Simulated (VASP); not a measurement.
# Na (Im-3m) in VASP: further runs

Runs on Na. Level: LDA. Tasks: single point.

Everything below comes from runs of VASP 6.6.1. Logs are shortened: lines on timing, memory, paths and dates and some standing lists are left out, and cuts for length are marked.

**1. The cell of the first run**

Symmetry: Im-3m, No. 229, cubic system. The conventional cell has a = 4.057 Å, b = 4.057 Å, c = 4.057 Å, α = 90.00°, β = 90.00°, γ = 90.00°. Within 4.6 Å of Na (site symmetry m-3m) lie 14 Na at 3.51 to 4.06 Å.

**2. Single point, LDA**

The input, INCAR:

```
SYSTEM = Na
ALGO = Normal
EDIFF = 1E-7
ENCUT = 520
ISIF = 2
ISMEAR = -1
LASPH = .TRUE.
LCHARG = .FALSE.
LREAL = .FALSE.
LWAVE = .FALSE.
NBANDS = 10
NELM = 80
PREC = Accurate
SIGMA = 0.1
```

The input, KPOINTS:

```
k-points
0
G
  18 18 18
  0 0 0
```

The input, POSCAR:

```
Na
1.0
   -2.0287155323      2.0287155323      2.0287155323
    2.0287155323     -2.0287155323      2.0287155323
    2.0287155323      2.0287155323     -2.0287155323
Na
1
Direct
    0.0000000000      0.0000000000      0.0000000000
```

Potentials or basis: VASP PAW LDA potentials, release 64 (Na_pv).

The run is started by

```sh
cat potpaw_LDA.64/Na_pv/POTCAR > POTCAR
mpirun -np 1 vasp_std > vasp.out
```

OUTCAR:

```text
SYSTEM = Na
   EDIFF = 1E-7
   ENCUT = 520
   ISIF = 2
   ISMEAR = -1
   LASPH = .TRUE.
   LREAL = .FALSE.
   NELM = 80
   PREC = Accurate

 ion  position               nearest neighbor table
   1  0.000  0.000  0.000-

  LATTYP: Found a body centered cubic cell.
 ALAT       =     4.0574310646

  Lattice vectors:

 A1 = (  -2.0287155323,   2.0287155323,   2.0287155323)
 A2 = (   2.0287155323,  -2.0287155323,   2.0287155323)
 A3 = (   2.0287155323,   2.0287155323,  -2.0287155323)

Analysis of symmetry for initial positions (statically):
=====================================================================
 Subroutine PRICEL returns:
 Original cell was already a primitive cell.

 Routine SETGRP: Setting up the symmetry group for a
 body centered cubic supercell.

 Subroutine GETGRP returns: Found 48 space group operations
 (whereof 48 operations were pure point group operations)
 out of a pool of 48 trial point group operations.

The static configuration has the point symmetry O_h .

Analysis of symmetry for dynamics (positions and initial velocities):
=====================================================================
 Subroutine PRICEL returns:
 Original cell was already a primitive cell.

 Routine SETGRP: Setting up the symmetry group for a
 body centered cubic supercell.

 Subroutine GETGRP returns: Found 48 space group operations
 (whereof 48 operations were pure point group operations)
 out of a pool of 48 trial point group operations.

The dynamic configuration has the point symmetry O_h .

 Subroutine INISYM returns: Found 48 space group operations
 (whereof 48 operations are pure point group operations),
 and found     1 'primitive' translations

----------------------------------------------------------------------------------------

                                     Primitive cell

  volume of cell :      33.3982

  direct lattice vectors                    reciprocal lattice vectors
    -2.028715532  2.028715532  2.028715532     0.000000000  0.246461365  0.246461365
     2.028715532 -2.028715532  2.028715532     0.246461365  0.000000000  0.246461365
     2.028715532  2.028715532 -2.028715532     0.246461365  0.246461365  0.000000000

  length of vectors
     3.513838376  3.513838376  3.513838376     0.348549005  0.348549005  0.348549005

  position of ions in fractional coordinates (direct lattice)
     0.000000000  0.000000000  0.000000000

  ion indices of the primitive-cell ions
   primitive index   ion index
                 1           1
[... 71 lines left out ...]
   NELM   =     80;   NELMIN=  2; NELMDL= -5     # of ELM steps
   EDIFF  = 0.1E-06   stopping-criterion for ELM
   LREAL  =      F    real-space projection
   EDIFFG = 0.1E-05   stopping-criterion for IOM
   NSW    =      0    number of steps for IOM
   IBRION =     -1    ionic relax: 0-MD 1-quasi-New 2-CG
   NFREE  =      0    steps in history (QN), initial steepest desc. (CG)
   ISIF   =      2    stress and relaxation
   ISYM   =      2    0-nonsym 1-usesym 2-fastsym
   POTIM  = 0.5000    time-step for ionic-motion
   TEBEG  =    0.0;   TEEND  =   0.0 temperature during run
   PSTRESS=    0.0 pullay stress
   NELECT =       7.0000    total number of electrons
   NUPDOWN=      -1.0000    fix difference up-down
   EMIN   =  10.00;   EMAX   =-10.00  energy-range for DOS
   EFERMI =   0.00;   METHOD = LEGACY
   ISMEAR =    -1;   SIGMA  =   0.10  broadening in eV -4-tet -1-fermi 0-gaus
   EFERMI_NEDOS =   21; number of points for ismear=-14 and -15
   IALGO  =     38    algorithm
   IMIX   =      4    mixing-type and parameters
     AMIX     =   0.40;   BMIX     =  1.00
     AMIX_MAG =   1.60;   BMIX_MAG =  1.00
  volume/ion in A,a.u.               =      33.40       225.38
  Fermi-wavevector in a.u.,A,eV,Ry     =   0.972448  1.837660 12.866417  0.945655
  Thomas-Fermi vector in A             =   2.102747
   LORBIT       =      0    0 simple, 1 ext, 2 COOP (PROOUT), +10 PAW based schemes
   GGA     = CA    functional components
   LHFCALC =     F    Hartree Fock is set to
   AEXX    =    0.0000 exact exchange contribution
   IVDW    =     0    specifies the selected vdW correction
   LEPSILON=     F    determine dielectric tensor
   LRPA    =     F    only Hartree local field effects (RPA)
 non-spin polarized calculation
  energy-cutoff  :      520.00
  volume of cell :       33.40
 maximum number of plane-waves:       935
 NGX is ok and might be reduce to    28
   NGX = 13   NGY = 13   NGZ = 13

 number of electron       7.0000010 magnetization

 Free energy of the ion-electron system (eV)
  ---------------------------------------------------
  ext. energy  EPLUGINS =         0.00000000
  ---------------------------------------------------
  free energy    TOTEN  =        -1.46182230 eV

  energy without entropy =       -1.44743832  energy(sigma->0) =       -1.45463031

 E-fermi :   0.4689     XC(G=0):  -7.0275

 val. band max:        0.4035585562   @ k =  -0.3333   0.3333   0.2778
 cond. band min:       0.5083335122   @ k =   0.3333   0.1667   0.0000
 fundamental gap:      0.1047749560
 Fermi energy:         0.4688693272

 k-point     1 :       0.0000    0.0000    0.0000
  band No.  band energies     occupation
      1     -24.3994      2.00000
      2     -24.3994      2.00000
      3     -24.3994      2.00000
      4      -3.0430      2.00000
      5      12.7854      0.00000
      6      12.7854      0.00000
      7      12.7854      0.00000
      8      13.9580      0.00000
      9      13.9580      0.00000
     10      14.6647      0.00000
[... 287 lines left out ...]
 k-point    24 :       0.3889    0.1111    0.0000
  band No.  band energies     occupation
      1     -24.4486      2.00000
      2     -24.4180      2.00000
      3     -24.4017      2.00000
      4       0.7202      0.14990
      5       2.7268      0.00000
      6       7.4283      0.00000
      7       9.6490      0.00000
      8      11.3648      0.00000
      9      13.4403      0.00000
     10      16.0799      0.00000

 [... further k-points ...]
[... 5 lines left out ...]
  --------------------------------------------------------------------------------------
  -------------------------------------------------------------------------------------
  Total       -0.0063510     -0.0063510     -0.0063510      0.0000000      0.0000000      0.0000000
  in kB       -0.3046717     -0.3046717     -0.3046717      0.0000000      0.0000000      0.0000000
  external PRESSURE =      -0.3046717 kB  Pullay stress =       0.0000000 kB

 VOLUME and BASIS-vectors are now :
 -----------------------------------------------------------------------------
  energy-cutoff  :      520.00
  volume of cell :       33.40
      direct lattice vectors                 reciprocal lattice vectors
    -2.028715532  2.028715532  2.028715532     0.000000000  0.246461365  0.246461365
     2.028715532 -2.028715532  2.028715532     0.246461365  0.000000000  0.246461365
     2.028715532  2.028715532 -2.028715532     0.246461365  0.246461365  0.000000000

 POSITION                                       TOTAL-FORCE (eV/Angst)
 -----------------------------------------------------------------------------------
      0.00000      0.00000      0.00000         0.000000     -0.000000     -0.000000
 -----------------------------------------------------------------------------------
    total drift:                                0.000000     -0.000000      0.000000

  FREE ENERGIE OF THE ION-ELECTRON SYSTEM (eV)
  ---------------------------------------------------
  free  energy   TOTEN  =        -1.4618223024 eV

  energy  without entropy=       -1.4474383244  energy(sigma->0) =       -1.45463031
```

OSZICAR:

```text
N       E                     dE             d eps       ncg     rms          rms(c)
DAV:   1     0.277090517587E+02    0.27709E+02   -0.38289E+03  3906   0.597E+02
DAV:   2    -0.898412856503E+00   -0.28607E+02   -0.28460E+02  4004   0.148E+02
DAV:   3    -0.145978800959E+01   -0.56138E+00   -0.56099E+00  4758   0.227E+01
DAV:   4    -0.146394295359E+01   -0.41549E-02   -0.41546E-02  4604   0.192E+00
DAV:   5    -0.146399670012E+01   -0.53747E-04   -0.53746E-04  4522   0.214E-01    0.208E-01
DAV:   6    -0.146261842604E+01    0.13783E-02   -0.81758E-04  4630   0.376E-01    0.135E-01
DAV:   7    -0.146183712261E+01    0.78130E-03   -0.11730E-03  4442   0.377E-01    0.219E-02
DAV:   8    -0.146182196470E+01    0.15158E-04   -0.91418E-05  4514   0.156E-01    0.256E-03
DAV:   9    -0.146182224772E+01   -0.28302E-06   -0.45109E-07  4606   0.706E-03    0.108E-03
DAV:  10    -0.146182230236E+01   -0.54638E-07   -0.69172E-08  4358   0.217E-03
   1 F= -.14618223E+01 E0= -.14546303E+01  d E =-.143840E-01
```

Wall time 22 s (1 thread of AMD EPYC 9R45 (Zen 5), shared host); peak memory 0.14 GiB.

Results:

- Free energy: -1.4618 eV
- Pressure: 0.0 GPa

Levels at points of the mesh, in eV from the Fermi level:
| k point | band 1 | band 2 | band 3 | band 4 | band 5 | band 6 | band 7 |
| --- | --- | --- | --- | --- | --- | --- | --- |
| (0.00, 0.00, 0.00) | -24.87 | -24.87 | -24.87 | -3.51 | 12.32 | 12.32 | 12.32 |
| (0.50, 0.00, 0.00) | -24.92 | -24.89 | -24.87 | 0.80 | 1.29 | 8.63 | 9.75 |
| (0.50, 0.50, 0.50) | -24.91 | -24.91 | -24.91 | 4.75 | 4.75 | 5.21 | 5.21 |

(Continued in part 2 of 2.)
